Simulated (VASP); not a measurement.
Input of a VASP 6.6.1 run:

The input INCAR:

```
SYSTEM = CaO
  PREC = Accurate
  ENCUT = 520
  EDIFF = 1E-8
  ISMEAR = 0
  SIGMA = 0.01
  LREAL = .FALSE.
  LASPH = .TRUE.
  NELM = 60
  ALGO = Normal
  ISIF = 2
  LWAVE = .FALSE.
  LCHARG = .FALSE.
  GGA = CA
  IBRION = 8
  NSW = 1
```

Contents of KPOINTS:

```
Automatic mesh
0
G
  8 8 8
  0 0 0
```

The input POSCAR:

```
CaO
1.0
    2.3312020207      2.3312020207      0.0000000000
   -2.3312020207      2.3312020207      0.0000000000
    0.0000000000      2.3312020207      2.3312020207
Ca O
1 1
Direct
    0.0000000000      0.0000000000      0.0000000000
    0.5000000000      0.5000000000      0.0000000000
```

Potentials or basis: VASP PAW LDA potentials, release 64 (Ca_sv, O).

Launch:

```bash
$ cat potpaw_LDA.64/Ca_sv/POTCAR potpaw_LDA.64/O/POTCAR > POTCAR
$ mpirun -np 1 vasp_std > vasp.out
```

(1) What does it give for the highest phonon frequency at Γ, LO-TO splitting left out?

Answers

(1) 320 cm⁻¹.

Caveat: the cell wasn't relaxed at this level first, which shifts response properties.
